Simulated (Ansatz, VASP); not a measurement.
## One calculation of HfO2, two programs

The input INCAR:

```
AGGAC    = 1.0          
AGGAX    = 1.0          
ALDAC    = 0.0          
ALDAX    = 1.0          
ALGO     = Normal         # electronic algorithm
EDIFF    = 1E-6           # SCF threshold, eV
ENCUT    = 520            # plane-wave cutoff, eV
GGA      = B5             # functional
ISIF     = 2              # what is computed and relaxed
ISMEAR   = -1             # smearing method
LASPH    = T              # aspherical terms in the spheres
LCHARG   = T              # write CHGCAR
LELF     = T              # ELF
LREAL    = F              # projectors in reciprocal space
LVHAR    = T            
LWAVE    = F              # write WAVECAR
NBANDS   = 18             # bands
NELM     = 60             # most SCF steps
PREC     = Accurate       # precision mode
SIGMA    = 0.05           # smearing width, eV
```

The input KPOINTS:

```
k-points
0
Gamma
  9 9 9
```

The input POSCAR:

```
HfO2
1.0
    0.0000000000      2.5575000000      2.5575000000
    2.5575000000      0.0000000000      2.5575000000
    2.5575000000      2.5575000000      0.0000000000
Hf O
1 2
Direct
    0.0000000000      0.0000000000      0.0000000000
    0.7500000000      0.7500000000      0.7500000000
    0.2500000000      0.2500000000      0.2500000000
```

The input input.yaml:

```yaml
crystal:
  lattice:
    - [0.0, 2.5575, 2.5575]
    - [2.5575, 0.0, 2.5575]
    - [2.5575, 2.5575, 0.0]
  atoms:
    - { symbol: Hf, position: [0.0, 0.0, 0.0] }
    - { symbol: O, position: [0.75, 0.75, 0.75] }
    - { symbol: O, position: [0.25, 0.25, 0.25] }
hamiltonian:
  xc: blyp
  pseudopotentials: { kind: paw }
kpoints:
  mp_grid: { grid: [9, 9, 9] }
  band_path:
    path:
      - [[0.0, 0.0, 0.0], [0.5, 0.0, 0.5], [0.5, 0.25, 0.75], [0.375, 0.375, 0.75], [0.0, 0.0, 0.0], [0.5, 0.5, 0.5], [0.625, 0.25, 0.625], [0.5, 0.25, 0.75], [0.5, 0.5, 0.5], [0.375, 0.375, 0.75]]
      - [[0.625, 0.25, 0.625], [0.5, 0.0, 0.5]]
    npoints: 14
scf:
  occupations: { method: fermi_dirac, width: 0.05 }
  n_extra_bands: 7
output:
  forces: true
  stress: true
  eigenvalues: true
  fatbands: false
```

Alike in both runs: functional BLYP; k mesh 9 × 9 × 9; occupations fermi-dirac, width 0.05 eV; no spin polarisation.

|  | VASP | Ansatz |
| --- | --- | --- |
| version | VASP 6.6.1 | Ansatz 0.2.0 |
| potentials or method | VASP PAW PBE potentials, release 64 (Hf_pv, O) | Ansatz PAW |
| plane-wave cutoff (eV) | 520 | 420 |
| valence electrons in the cell | 22 | 38 |
| task | single point | band structure |

```tsv
	VASP	Ansatz	Ansatz less VASP
gap on the k mesh at the Fermi level (eV)	3.89	3.89	+0.005
least direct gap on the mesh (eV)	4.02	4.00	-0.019
pressure (GPa)	1.1	4.0	+2.86
```

VASP's potentials were made for PBE, not for BLYP. The functional is the same, so the differences come from potentials, cutoffs and numerics. VASP's potentials hold 22 valence electrons a cell and Ansatz's 38, so a difference there can come from the potentials and not from the codes.

Spin-orbit coupling is off throughout. Noted on Ansatz's run: Pulay correction over one GPa; the k mesh misses the band edges, so the gap on the mesh is wider than the one along the path.
